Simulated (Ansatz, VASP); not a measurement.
One calculation of ZrO2, two programs

Contents of INCAR:

```
  PREC = Accurate
  ENCUT = 600
  EDIFF = 1E-6
  ISMEAR = 0
  SIGMA = 0.02
  LREAL = False
  LASPH = True
  NELM = 120
  ALGO = Normal
  ISIF = 2
  LWAVE = False
  LCHARG = False
  GGA = PE
  IVDW = 12
  NBANDS = 19
  GGA_COMPAT = False
```

The input KPOINTS:

```
regular mesh
0
Gamma
  8 8 8
```

Contents of POSCAR:

```
ZrO2
1.0
    0.0000000000      2.4377543768      2.4377543768
    2.4377543768      0.0000000000      2.4377543768
    2.4377543768      2.4377543768      0.0000000000
Zr O
1 2
Direct
    0.5000000000      0.5000000000      0.5000000000
    0.7500000000      0.7500000000      0.7500000000
    0.2500000000      0.2500000000      0.2500000000
```

Input for Ansatz:

```yaml
crystal:
  lattice:
    - [0.0, 2.4377543768, 2.4377543768]
    - [2.4377543768, 0.0, 2.4377543768]
    - [2.4377543768, 2.4377543768, 0.0]
  atoms:
    - { symbol: Zr, position: [0.5, 0.5, 0.5] }
    - { symbol: O, position: [0.75, 0.75, 0.75] }
    - { symbol: O, position: [0.25, 0.25, 0.25] }
basis:
  ecutwfc: 420
kpoints:
  mp_grid: { grid: [8, 8, 8] }
hamiltonian:
  xc: pbe
  dispersion: d3bj
scf:
  occupations: { method: gaussian, width: 0.02 }
output:
  forces: true
  stress: true
  eigenvalues: true
```

Alike in both runs: task single point; functional PBE; dispersion D3(BJ); k mesh 8 × 8 × 8; occupations gaussian, width 0.02 eV; no spin polarisation.

|  | VASP | Ansatz |
| --- | --- | --- |
| version | VASP 6.6.1 | Ansatz 0.2.0 |
| potentials or method | VASP PAW PBE potentials, release 64 (Zr_sv, O), cutoff 600 eV | scalar-relativistic, plane waves, PAW |
| valence electrons in the cell | 24 | 24 |

|  | VASP | Ansatz | Ansatz less VASP |
| --- | --- | --- | --- |
| gap on the k mesh at the Fermi level (eV) | 3.69 | 3.70 | +0.009 |
| least direct gap on the mesh (eV) | 4.27 | 4.28 | +0.008 |
